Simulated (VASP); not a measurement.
# GeSe (GeSe (Pnma)) (Pnma) in VASP: notebook, part 2 of 2

VASP 6.6.1. Earlier steps stand in the parts before.

## Step 3: Single point, PBE

File INCAR:

```
ALGO = Normal ; EDIFF = 1E-6
ENCUT = 500 ; GGA = PE
GGA_COMPAT = F ; ISIF = 2
ISMEAR = -1 ; LASPH = T
LCHARG = F ; LREAL = F
LWAVE = F ; NBANDS = 50
NELM = 120 ; PREC = Accurate
SIGMA = 0.01
```

File KPOINTS:

```
k-points
0
Gamma
  2 4 3
```

File POSCAR:

```
GeSe
1.0
   11.2194459250      0.0000000000      0.0000000000
    0.0000000000      3.8843070175      0.0000000000
    0.0000000000      0.0000000000      4.5229355300
Ge Se
4 4
Direct
    0.1281229983      0.2500000000      0.1226400748
    0.8718770017      0.7500000000      0.8773599252
    0.3718770017      0.7500000000      0.6226400748
    0.6281229983      0.2500000000      0.3773599252
    0.8544219985      0.2500000000      0.4974056371
    0.1455780015      0.7500000000      0.5025943629
    0.6455780015      0.7500000000      0.9974056371
    0.3544219985      0.2500000000      0.0025943629
```

Potentials or basis: VASP PAW PBE potentials, release 64 (Ge_d, Se).

Started as:

```
$ cat potpaw_PBE.64/Ge_d/POTCAR potpaw_PBE.64/Se/POTCAR > POTCAR
$ mpirun -np 1 vasp_std > vasp.out
```

OUTCAR:

```text
EDIFF = 1E-6
   ENCUT = 500
   GGA = PE
   ISIF = 2
   ISMEAR = -1
   LASPH = T
   LREAL = F
   NELM = 120
   PREC = Accurate

 ion  position               nearest neighbor table
   1  0.128  0.250  0.123-   8 2.60   6 2.60   6 2.60
   2  0.872  0.750  0.877-   7 2.60   5 2.60   5 2.60
   3  0.372  0.750  0.623-   6 2.60   8 2.60   8 2.60
   4  0.628  0.250  0.377-   5 2.60   7 2.60   7 2.60
   5  0.854  0.250  0.497-   4 2.60   2 2.60   2 2.60
   6  0.146  0.750  0.503-   3 2.60   1 2.60   1 2.60
   7  0.646  0.750  0.997-   2 2.60   4 2.60   4 2.60
   8  0.354  0.250  0.003-   1 2.60   3 2.60   3 2.60

  LATTYP: Found a simple orthorhombic cell.
 ALAT       =     3.8843070175
 B/A-ratio  =     1.1644124704
 C/A-ratio  =     2.8884034847

  Lattice vectors:

 A1 = (   0.0000000000,   3.8843070175,   0.0000000000)
 A2 = (   0.0000000000,   0.0000000000,   4.5229355300)
 A3 = (  11.2194459250,   0.0000000000,   0.0000000000)

Analysis of symmetry for initial positions (statically):
=====================================================================
 Subroutine PRICEL returns:
 Original cell was already a primitive cell.

 Routine SETGRP: Setting up the symmetry group for a
 simple orthorhombic supercell.

 Subroutine GETGRP returns: Found  8 space group operations
 (whereof  2 operations were pure point group operations)
 out of a pool of  8 trial point group operations.

The static configuration has the point symmetry S_2 .
 The point group associated with its full space group is D_2h.

Analysis of symmetry for dynamics (positions and initial velocities):
=====================================================================
 Subroutine PRICEL returns:
 Original cell was already a primitive cell.

 Routine SETGRP: Setting up the symmetry group for a
 simple orthorhombic supercell.

 Subroutine GETGRP returns: Found  8 space group operations
 (whereof  2 operations were pure point group operations)
 out of a pool of  8 trial point group operations.

The dynamic configuration has the point symmetry S_2 .
 The point group associated with its full space group is D_2h.

 Subroutine INISYM returns: Found  8 space group operations
 (whereof  2 operations are pure point group operations),
 and found     1 'primitive' translations

----------------------------------------------------------------------------------------

                                     Primitive cell

  volume of cell :     197.1085

  direct lattice vectors                    reciprocal lattice vectors
    11.219445925  0.000000000  0.000000000     0.089130961  0.000000000  0.000000000
     0.000000000  3.884307017  0.000000000     0.000000000  0.257446179  0.000000000
     0.000000000  0.000000000  4.522935530     0.000000000  0.000000000  0.221095347

  length of vectors
    11.219445925  3.884307017  4.522935530     0.089130961  0.257446179  0.221095347

  position of ions in fractional coordinates (direct lattice)
[... 48 lines left out ...]
  0.000000  0.000000  0.000000      1.000000
  0.500000  0.000000  0.000000      1.000000
  0.000000  0.250000  0.000000      2.000000
  0.500000  0.250000  0.000000      2.000000
  0.000000  0.500000  0.000000      1.000000
  0.500000  0.500000  0.000000      1.000000
  0.000000  0.000000  0.333333      2.000000
  0.500000  0.000000  0.333333      2.000000
  0.000000  0.250000  0.333333      4.000000
  0.500000  0.250000  0.333333      4.000000
  0.000000  0.500000  0.333333      2.000000
  0.500000  0.500000  0.333333      2.000000
   k-points           NKPTS =     12   k-points in BZ     NKDIM =     12   number of bands    NBANDS=     50
   number of dos      NEDOS =    301   number of ions     NIONS =      8
   total plane-waves  NPLWV =  84672
   dimension x,y,z NGX =    84 NGY =   28 NGZ =   36
   dimension x,y,z NGXF=   168 NGYF=   56 NGZF=   72
   ions per type =               4   4
   NGX,Y,Z   is equivalent  to a cutoff of  12.45, 11.98, 13.23 a.u.
   NGXF,Y,Z  is equivalent  to a cutoff of  24.89, 23.97, 26.46 a.u.
 SYSTEM =  unknown system
   PREC   = accura    normal or accurate (medium, high low for compatibility)
   ISTART =      0    job   : 0-new  1-cont  2-samecut
   ICHARG =      2    charge: 1-file 2-atom 10-const
   ISPIN  =      1    spin polarized calculation?
   LNONCOLLINEAR =      F non collinear calculations
   LSORBIT =      F    spin-orbit coupling
   LASPH  =      T    aspherical Exc in radial PAW
   ENCUT  =  500.0 eV  36.75 Ry    6.06 a.u.  20.46  7.08  8.25*2*pi/ulx,y,z
   NELM   =    120;   NELMIN=  2; NELMDL= -5     # of ELM steps
   EDIFF  = 0.1E-05   stopping-criterion for ELM
   LREAL  =      F    real-space projection
   EDIFFG = 0.1E-04   stopping-criterion for IOM
   NSW    =      0    number of steps for IOM
   IBRION =     -1    ionic relax: 0-MD 1-quasi-New 2-CG
   NFREE  =      0    steps in history (QN), initial steepest desc. (CG)
   ISIF   =      2    stress and relaxation
   ISYM   =      2    0-nonsym 1-usesym 2-fastsym
   POTIM  = 0.5000    time-step for ionic-motion
   TEBEG  =    0.0;   TEEND  =   0.0 temperature during run
   PSTRESS=    0.0 pullay stress
   NELECT =      80.0000    total number of electrons
   NUPDOWN=      -1.0000    fix difference up-down
   EMIN   =  10.00;   EMAX   =-10.00  energy-range for DOS
   EFERMI =   0.00;   METHOD = LEGACY
   ISMEAR =    -1;   SIGMA  =   0.01  broadening in eV -4-tet -1-fermi 0-gaus
   EFERMI_NEDOS =   21; number of points for ismear=-14 and -15
   IALGO  =     38    algorithm
   IMIX   =      4    mixing-type and parameters
     AMIX     =   0.40;   BMIX     =  1.00
     AMIX_MAG =   1.60;   BMIX_MAG =  1.00
  volume/ion in A,a.u.               =      24.64       166.27
  Fermi-wavevector in a.u.,A,eV,Ry     =   1.212094  2.290526 19.989303  1.469172
  Thomas-Fermi vector in A             =   2.347589
   LORBIT       =      0    0 simple, 1 ext, 2 COOP (PROOUT), +10 PAW based schemes
   GGA     = PE    functional components
   LHFCALC =     F    Hartree Fock is set to
   AEXX    =    0.0000 exact exchange contribution
   IVDW    =     0    specifies the selected vdW correction
   LEPSILON=     F    determine dielectric tensor
   LRPA    =     F    only Hartree local field effects (RPA)
 non-spin polarized calculation
  energy-cutoff  :      500.00
  volume of cell :      197.11
 maximum number of plane-waves:      5048
 NGX is ok and might be reduce to    84
   NGX = 41   NGY = 15   NGZ = 17

 number of electron      80.0000083 magnetization

 Free energy of the ion-electron system (eV)
  ---------------------------------------------------
  ext. energy  EPLUGINS =         0.00000000
  ---------------------------------------------------
  free energy    TOTEN  =       -33.84905307 eV

  energy without entropy =      -33.84905307  energy(sigma->0) =      -33.84905307

 E-fermi :   3.9267     XC(G=0):  -9.5777

 val. band max:        3.6876116850   @ k =   0.0000   0.0000   0.3333
 cond. band min:       4.5500618162   @ k =   0.0000   0.0000   0.0000
 fundamental gap:      0.8624501312
 Fermi energy:         3.9266779122

 k-point     1 :       0.0000    0.0000    0.0000
  band No.  band energies     occupation
      1     -20.8452      2.00000
      2     -20.8440      2.00000
      3     -20.8425      2.00000
      4     -20.8419      2.00000
      5     -20.8410      2.00000
      6     -20.8408      2.00000
[... 625 lines left out ...]
     49       9.1167      0.00000
     50       9.1167      0.00000

------------------------ aborting loop because EDIFF is reached ----------------------------------------

  FORCE on cell =-STRESS in cart. coord.  units (eV):
  Direction    XX          YY          ZZ          XY          YZ          ZX
  --------------------------------------------------------------------------------------
  -------------------------------------------------------------------------------------
  Total        0.3082729      0.4865542     -0.5274539      0.0000000      0.0000000      0.0000000
  in kB        2.5057665      3.9549087     -4.2873577      0.0000000      0.0000000      0.0000000
  external PRESSURE =       0.7244392 kB  Pullay stress =       0.0000000 kB

 VOLUME and BASIS-vectors are now :
 -----------------------------------------------------------------------------
  energy-cutoff  :      500.00
  volume of cell :      197.11
      direct lattice vectors                 reciprocal lattice vectors
    11.219445925  0.000000000  0.000000000     0.089130961  0.000000000  0.000000000
     0.000000000  3.884307017  0.000000000     0.000000000  0.257446179  0.000000000
     0.000000000  0.000000000  4.522935530     0.000000000  0.000000000  0.221095347

 POSITION                                       TOTAL-FORCE (eV/Angst)
 -----------------------------------------------------------------------------------
      1.43747      0.97108      0.55469        -0.024113     -0.000000     -0.015074
      9.78198      2.91323      3.96824         0.024113      0.000000      0.015074
      4.17225      2.91323      2.81616         0.024113      0.000000     -0.015074
      7.04719      0.97108      1.70677        -0.024113      0.000000      0.015074
      9.58614      0.97108      2.24973         0.011805      0.000000     -0.011845
      1.63330      2.91323      2.27320        -0.011805      0.000000      0.011845
      7.24303      2.91323      4.51120        -0.011805      0.000000     -0.011845
      3.97642      0.97108      0.01173         0.011805      0.000000      0.011845
 -----------------------------------------------------------------------------------
    total drift:                                0.000000     -0.000000      0.000000

  FREE ENERGIE OF THE ION-ELECTRON SYSTEM (eV)
  ---------------------------------------------------
  free  energy   TOTEN  =       -33.8490530697 eV

  energy  without entropy=      -33.8490530697  energy(sigma->0) =      -33.84905307
```

Run time: 2.6 min. Hardware: 1 thread of Intel Xeon 8259CL, shared host; peak memory 0.31 GiB.

Results:

```
Free energy            : -33.8491 eV
Pressure               : 0.1 GPa
Largest force          : 0.028 eV/Å
Band gap on the k mesh : 0.86 eV, indirect (least direct gap 1.02 eV)
```

Forces in eV/Å, atoms in the order of the input:
```
Ge  -0.024  0.000 -0.015
Ge   0.024  0.000  0.015
Ge   0.024  0.000 -0.015
Ge  -0.024  0.000  0.015
Se   0.012  0.000 -0.012
Se  -0.012  0.000  0.012
Se  -0.012  0.000 -0.012
Se   0.012  0.000  0.012
```

Caveat: the k points lie up to 0.46 Å⁻¹ apart. A k mesh can miss the band edges.
